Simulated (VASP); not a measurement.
EuAlIr, 3 atoms in the cell. Symmetry: P4/mmm, No. 123, tetragonal system. Conventional cell: a = 4.282 Å, b = 4.282 Å, c = 4.553 Å, α = 90.00°, β = 90.00°, γ = 90.00°. Within 4.0 Å of Eu (site symmetry 4/mmm) lie 4 Al at 3.03 Å and 8 Ir at 3.79 Å. Within 3.0 Å of Al (site symmetry 4/mmm) lie 2 Ir at 2.28 Å. Ir (site symmetry 4/mmm) has 2 Al at 2.28 Å within 3.0 Å. 

| Quantity | Value |
| --- | --- |
| Program | VASP 6.6.1 |
| Task | single point |
| Functional | PBE |
| Potentials or basis | VASP PAW PBE potentials, release 64 (Eu, Al, Ir) |
| Cutoff | 520 eV |
| k mesh | 4 × 4 × 4 |
| Occupations | gaussian, width 0.1 eV |
| Spin | collinear spin, ferromagnetic start |
| Starting moments | [7.0, 0.0, 0.0] μB |
| Dipole correction | no |
| Further INCAR settings | ALGO = Fast; EDIFF = 1e-06; NBANDS = 26 |

Potentials or basis: VASP PAW PBE potentials, release 64 (Eu, Al, Ir).

Launch:

```bash
$ cat potpaw_PBE.64/Eu/POTCAR potpaw_PBE.64/Al/POTCAR potpaw_PBE.64/Ir/POTCAR > POTCAR
$ mpirun -np 1 vasp_std > vasp.out
```

Hardware: 1 thread of Intel(R) Xeon(R) 6975P-C (Granite Rapids), with other jobs on the host.

Q: Estimate the wall time of this run.

A: Run time: 110 s on 1 thread of Intel(R) Xeon(R) 6975P-C (Granite Rapids), on a shared host, peak memory 0.28 GiB. Counts: scf iterations 49, k points 18.
